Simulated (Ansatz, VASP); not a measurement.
**Two plane-wave programs on Al5BAs6**

```xyz
12
Lattice="6.8130 0.0000 0.0000 -3.4065 5.9002 0.0000 0.0000 0.0000 6.4692" Properties=species:S:1:pos:R:3 pbc="T T T"
Al    3.4065    1.9667    0.0124
Al    0.0000    3.9335    0.0124
Al   -1.0898    1.8876    3.2380
Al    2.3167    4.0126    3.2380
Al    2.1796    0.0000    3.2380
B     0.0000    0.0000    6.4593
As    3.4065    1.9667    2.4841
As    0.0000    3.9335    2.4841
As    0.0000    0.0000    2.1226
As   -1.0024    1.7362    5.7274
As    2.4041    4.1640    5.7274
As    2.0047    0.0000    5.7274
```

Alike in both runs: functional PBE; k mesh 6 × 6 × 4; occupations gaussian, width 0.02 eV; no spin polarisation.

Ansatz relaxed the structure, and its values are those at the end. VASP's run is a single point on that final structure, the one shown.

```csv
,VASP,Ansatz
version,VASP 6.6.1,Ansatz 0.2.0
potentials or method,"VASP PAW PBE potentials, release 64 (Al, B, As), cutoff 520 eV","scalar-relativistic, plane waves, PAW"
valence electrons in the cell,48,108
```

VASP gave:

| Property | Result |
| --- | --- |
| gap on the k mesh at the Fermi level (eV) | 1.21 |
| least direct gap on the mesh (eV) | 1.28 |
| pressure (GPa) | 0.2 |
| rms of the force components (eV/Å) | 0.006 |

Task: Which values does Ansatz return?

Result: gap on the k mesh at the Fermi level (eV): 1.22; least direct gap on the mesh (eV): 1.28; pressure (GPa): 0.0; rms of the force components (eV/Å): 0.001.

With one functional, cell and mesh, what is left measures potentials, basis and numerics. VASP's potentials hold 48 valence electrons a cell and Ansatz's 108, so a difference there can come from the potentials and not from the codes.
